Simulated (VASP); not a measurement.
# Si2Mo (P6_222) in VASP: a series of runs, part 2 of 2

VASP 6.6.1. Earlier steps stand in the parts before.

### 3 Single point, PBE (12.72 Å³/atom)

This run uses another cell than the first one, of 12.72 Å³/atom.

INCAR

```
PREC = Accurate
ENCUT = 520
EDIFF = 1E-6
ISMEAR = 0
SIGMA = 0.01
LREAL = F
LASPH = T
NELM = 100
ALGO = Normal
ISIF = 2
LWAVE = F
LCHARG = F
GGA = PE
NBANDS = 43
```

KPOINTS

```
Automatic mesh
0
Gamma
  12 12 6
```

POSCAR

```
Si2Mo
1.0
    4.5136119827      0.0000000000      0.0000000000
   -2.2568059914      3.9089026398      0.0000000000
    0.0000000000      0.0000000000      6.4895892744
Si Mo
6 3
Direct
    0.1638608055      0.8361391945      0.8333333333
    0.3277216110      0.1638608055      0.1666666667
    0.8361391945      0.6722783890      0.5000000000
    0.8361391945      0.1638608055      0.8333333333
    0.6722783890      0.8361391945      0.1666666667
    0.1638608055      0.3277216110      0.5000000000
    0.5000000000      0.0000000000      0.5000000000
    0.0000000000      0.5000000000      0.1666666667
    0.5000000000      0.5000000000      0.8333333333
```

Potentials or basis: VASP PAW PBE potentials, release 64 (Si, Mo_sv).

Command:

```bash
cat potpaw_PBE.64/Si/POTCAR potpaw_PBE.64/Mo_sv/POTCAR > POTCAR
mpirun -np 1 vasp_std > vasp.out
```

Run time: 3.7 min. Hardware: 1 thread of Intel Xeon Platinum 8488C (Sapphire Rapids), shared host; peak memory 0.42 GiB.

Results (log left out):

- Free energy: -69.2141 eV
- Pressure: 14.9 GPa
- Largest force: 0.006 eV/Å
- Band gap on the k mesh: 0.03 eV (least direct gap 0.58 eV)

Forces in eV/Å, atoms in the order of the input:
```
Si  -0.005  0.003  0.000
Si  -0.005 -0.003  0.000
Si   0.000  0.006  0.000
Si   0.005 -0.003  0.000
Si   0.005  0.003  0.000
Si   0.000 -0.006  0.000
Mo   0.000  0.000  0.000
Mo   0.000  0.000  0.000
Mo   0.000  0.000  0.000
```

Stress tensor (GPa, compression positive):
```
14.83  0.00  0.00
 0.00 14.83  0.00
 0.00  0.00 14.92
```

Levels at points of the mesh, in eV from the valence-band top:
| k point | band 29 | band 30 | band 31 | band 32 | band 33 | band 34 | band 35 | band 36 | band 37 | band 38 |
| --- | --- | --- | --- | --- | --- | --- | --- | --- | --- | --- |
| (0.00, 0.00, 0.00) | -3.13 | -3.13 | -2.82 | -2.14 | -0.91 | 2.12 | 2.50 | 2.50 | 2.59 | 2.76 |
| (0.50, 0.00, 0.00) | -2.45 | -2.31 | -1.70 | -1.13 | -0.71 | 0.03 | 0.73 | 0.90 | 1.38 | 2.08 |
| (0.00, 0.00, 0.50) | -2.37 | -2.37 | -2.11 | -0.80 | -0.80 | 2.02 | 2.44 | 2.50 | 2.50 | 2.64 |
| (0.50, 0.00, 0.50) | -3.13 | -2.79 | -2.10 | -1.32 | 0.00 | 0.58 | 1.16 | 1.42 | 1.43 | 1.74 |

Caveat: the cell stands under pressure.

### 4 Single point, PBE (13.13 Å³/atom)

This run uses another cell than the first one, of 13.13 Å³/atom.

INCAR

```
SYSTEM = Si2Mo
  PREC = Accurate
  ENCUT = 520
  EDIFF = 1E-6
  ISMEAR = 0
  SIGMA = 0.01
  LREAL = .False.
  LASPH = .True.
  NELM = 100
  ALGO = Normal
  ISIF = 2
  LWAVE = .False.
  LCHARG = .True.
  GGA = PE
  LELF = .True.
  LVHAR = .True.
  NBANDS = 43
```

KPOINTS

```
regular mesh
0
Gamma
  12 12 6
  0 0 0
```

POSCAR

```
Si2Mo
1.0
    4.5638137293      0.0000000000      0.0000000000
   -2.2819068647      3.9523786277      0.0000000000
    0.0000000000      0.0000000000      6.5501872360
Si Mo
6 3
Direct
    0.1639178121      0.8360821879      0.8333333333
    0.3278356243      0.1639178121      0.1666666667
    0.8360821879      0.6721643757      0.5000000000
    0.8360821879      0.1639178121      0.8333333333
    0.6721643757      0.8360821879      0.1666666667
    0.1639178121      0.3278356243      0.5000000000
    0.5000000000      0.0000000000      0.5000000000
    0.0000000000      0.5000000000      0.1666666667
    0.5000000000      0.5000000000      0.8333333333
```

Command:

```bash
cat potpaw_PBE.64/Si/POTCAR potpaw_PBE.64/Mo_sv/POTCAR > POTCAR
mpirun -np 1 vasp_std > vasp.out
```

Wall time 4.5 min (1 thread of Intel Xeon Platinum 8488C (Sapphire Rapids), shared host); peak memory 0.43 GiB.

The run converged. Its results:

```
Free energy            : -69.4604 eV
Pressure               : 6.9 GPa
Largest force          : 0.005 eV/Å
Band gap on the k mesh : 0.04 eV (least direct gap 0.55 eV)
```

Forces on the atoms (eV/Å):
```
Si  -0.005  0.003  0.000
Si  -0.005 -0.003  0.000
Si   0.000  0.005  0.000
Si   0.005 -0.003  0.000
Si   0.005  0.003  0.000
Si   0.000 -0.005  0.000
Mo   0.000  0.000  0.000
Mo   0.000  0.000  0.000
Mo   0.000  0.000  0.000
```

Levels at points of the mesh, in eV from the valence-band top:
| k point | band 29 | band 30 | band 31 | band 32 | band 33 | band 34 | band 35 | band 36 | band 37 | band 38 |
| --- | --- | --- | --- | --- | --- | --- | --- | --- | --- | --- |
| (0.00, 0.00, 0.00) | -3.06 | -3.06 | -2.78 | -2.12 | -0.85 | 2.03 | 2.39 | 2.39 | 2.53 | 2.55 |
| (0.50, 0.00, 0.00) | -2.35 | -2.20 | -1.62 | -1.08 | -0.67 | 0.04 | 0.71 | 0.86 | 1.32 | 1.96 |
| (0.00, 0.00, 0.50) | -2.34 | -2.34 | -2.11 | -0.76 | -0.76 | 1.89 | 2.33 | 2.34 | 2.34 | 2.59 |
| (0.50, 0.00, 0.50) | -3.04 | -2.72 | -2.01 | -1.27 | 0.00 | 0.55 | 1.11 | 1.36 | 1.37 | 1.69 |

Caveat: the cell stands under pressure.

### 5 Single point, PBE (11.91 Å³/atom)

INCAR

```
PREC     = Accurate       # precision mode
ENCUT    = 520            # plane-wave cutoff, eV
EDIFF    = 1E-7           # SCF threshold, eV
ISMEAR   = 0              # smearing method
SIGMA    = 0.01           # smearing width, eV
LREAL    = F              # projectors in reciprocal space
LASPH    = T              # aspherical terms in the spheres
NELM     = 100            # most SCF steps
ALGO     = Normal         # electronic algorithm
ISIF     = 2              # what is computed and relaxed
LWAVE    = F              # write WAVECAR
LCHARG   = F              # write CHGCAR
GGA      = PE             # functional
NBANDS   = 43             # bands
```

KPOINTS

```
Automatic mesh
0
Gamma
  12 12 6
```

POSCAR

```
Si2Mo
1.0
    4.4111788459      0.0000000000      0.0000000000
   -2.2055894229      3.8201929412      0.0000000000
    0.0000000000      0.0000000000      6.3607912224
Si Mo
6 3
Direct
    0.1637757586      0.8362242414      0.8333333333
    0.3275515171      0.1637757586      0.1666666667
    0.8362242414      0.6724484829      0.5000000000
    0.8362242414      0.1637757586      0.8333333333
    0.6724484829      0.8362242414      0.1666666667
    0.1637757586      0.3275515171      0.5000000000
    0.5000000000      0.0000000000      0.5000000000
    0.0000000000      0.5000000000      0.1666666667
    0.5000000000      0.5000000000      0.8333333333
```

Command:

```bash
cat potpaw_PBE.64/Si/POTCAR potpaw_PBE.64/Mo_sv/POTCAR > POTCAR
mpirun -np 1 vasp_std > vasp.out
```

It took 2.4 min on 1 thread of Intel Xeon 6975P-C (Granite Rapids), shared host; peak memory 0.41 GiB.

It converged, with:

```yaml
Free_energy: -68.0955 eV
Pressure: 35.2 GPa
Largest_force: 0.008 eV/Å
Band_gap_on_the_k_mesh: zero (bands 33 and 34 overlap by 0.02 eV)
```

Forces on the atoms (eV/Å):
```
Si  -0.007  0.004  0.000
Si  -0.007 -0.004  0.000
Si   0.000  0.008  0.000
Si   0.007 -0.004  0.000
Si   0.007  0.004  0.000
Si   0.000 -0.008  0.000
Mo   0.000  0.000  0.000
Mo   0.000  0.000  0.000
Mo   0.000  0.000  0.000
```

Stress tensor (GPa, compression positive):
```
35.21  0.00  0.00
 0.00 35.21  0.00
 0.00  0.00 35.30
```

Levels at points of the mesh, in eV from the Fermi level:
```csv
k point,band 30,band 31,band 32,band 33,band 34,band 35,band 36,band 37
"(0.00, 0.00, 0.00)",-3.26,-2.90,-2.16,-1.04,2.34,2.73,2.73,2.73
"(0.50, 0.00, 0.00)",-2.53,-1.89,-1.21,-0.80,-0.01,0.79,0.99,1.52
"(0.00, 0.00, 0.50)",-2.41,-2.10,-0.91,-0.91,2.30,2.62,2.67,2.67
"(0.50, 0.00, 0.50)",-2.92,-2.28,-1.41,0.01,0.65,1.27,1.55,1.58
```

Caveat: the cell stands under pressure.

### 6 Single point, PBE (12.32 Å³/atom)

This run uses another cell than the first one, of 12.32 Å³/atom.

INCAR

```
PREC = Accurate ; ENCUT = 520
EDIFF = 1E-6 ; ISMEAR = 0
SIGMA = 0.01 ; LREAL = F
LASPH = T ; NELM = 100
ALGO = Normal ; ISIF = 2
LWAVE = F ; LCHARG = F
GGA = PE ; NBANDS = 43
```

KPOINTS is that of step 5.

POSCAR

```
Si2Mo
1.0
    4.4627424687      0.0000000000      0.0000000000
   -2.2313712343      3.8648483484      0.0000000000
    0.0000000000      0.0000000000      6.4265152431
Si Mo
6 3
Direct
    0.1638139152      0.8361860848      0.8333333333
    0.3276278305      0.1638139152      0.1666666667
    0.8361860848      0.6723721695      0.5000000000
    0.8361860848      0.1638139152      0.8333333333
    0.6723721695      0.8361860848      0.1666666667
    0.1638139152      0.3276278305      0.5000000000
    0.5000000000      0.0000000000      0.5000000000
    0.0000000000      0.5000000000      0.1666666667
    0.5000000000      0.5000000000      0.8333333333
```

Potentials or basis: VASP PAW PBE potentials, release 64 (Si, Mo_sv).

Command:

```bash
cat potpaw_PBE.64/Si/POTCAR potpaw_PBE.64/Mo_sv/POTCAR > POTCAR
mpirun -np 1 vasp_std > vasp.out
```

It took 2.3 min on 1 thread of Intel Xeon 6975P-C (Granite Rapids), shared host; peak memory 0.41 GiB.

It converged, with:

```
Free energy            : -68.7708 eV
Pressure               : 24.2 GPa
Largest force          : 0.007 eV/Å
Band gap on the k mesh : 0.01 eV (least direct gap 0.61 eV)
```

Forces in eV/Å, atoms in the order of the input:
```
Si  -0.006  0.004  0.000
Si  -0.006 -0.004  0.000
Si   0.000  0.007  0.000
Si   0.006 -0.004  0.000
Si   0.006  0.004  0.000
Si   0.000 -0.007  0.000
Mo   0.000  0.000  0.000
Mo   0.000  0.000  0.000
Mo   0.000  0.000  0.000
```

Stress tensor (GPa, compression positive):
```
24.19  0.00  0.00
 0.00 24.19  0.00
 0.00  0.00 24.28
```

Levels at points of the mesh, in eV from the valence-band top:
```csv
k point,band 29,band 30,band 31,band 32,band 33,band 34,band 35,band 36,band 37,band 38
"(0.00, 0.00, 0.00)",-3.20,-3.20,-2.86,-2.16,-0.98,2.22,2.61,2.61,2.66,2.80
"(0.50, 0.00, 0.00)",-2.55,-2.42,-1.80,-1.17,-0.76,0.01,0.76,0.94,1.45,2.19
"(0.00, 0.00, 0.50)",-2.40,-2.40,-2.11,-0.86,-0.86,2.15,2.56,2.65,2.65,2.65
"(0.50, 0.00, 0.50)",-3.24,-2.86,-2.19,-1.37,0.00,0.61,1.21,1.48,1.50,1.80
```

Caveat: the cell stands under pressure.

### 7 Overview

| task | cell | cutoff (eV) | gap on the mesh (eV) | pressure (GPa) | largest force (eV/Å) |
| --- | --- | --- | --- | --- | --- |
| relaxation of shape and atoms at fixed volume | relaxed from a = 4.413, b = 4.413, c = 6.355 Å, angles 90.0, 90.0, 120.0°, 9 atoms, atomic positions A | 600 | none | 35.2 | - |
| single point | a = 4.514, b = 4.514, c = 6.490 Å, angles 90.0, 90.0, 120.0°, 9 atoms, atomic positions A | 520 | 0.03 | 14.9 | 0.01 |
| single point | a = 4.564, b = 4.564, c = 6.550 Å, angles 90.0, 90.0, 120.0°, 9 atoms, atomic positions B | 520 | 0.04 | 6.9 | 0.01 |
| single point | a = 4.411, b = 4.411, c = 6.361 Å, angles 90.0, 90.0, 120.0°, 9 atoms, atomic positions A | 520 | none | 35.2 | 0.01 |
| single point | a = 4.463, b = 4.463, c = 6.427 Å, angles 90.0, 90.0, 120.0°, 9 atoms, atomic positions A | 520 | 0.01 | 24.2 | 0.01 |

Alike in all rows: level PBE; potentials or basis VASP PAW PBE potentials, release 64 (Si, Mo_sv); no spin polarisation; k mesh 12 × 12 × 6; smearing gaussian 0.01 eV.

Caveats: the cell stands under pressure (at least some runs).

Total energies depend on the potentials used, so only differences within one code and one set of settings carry meaning.
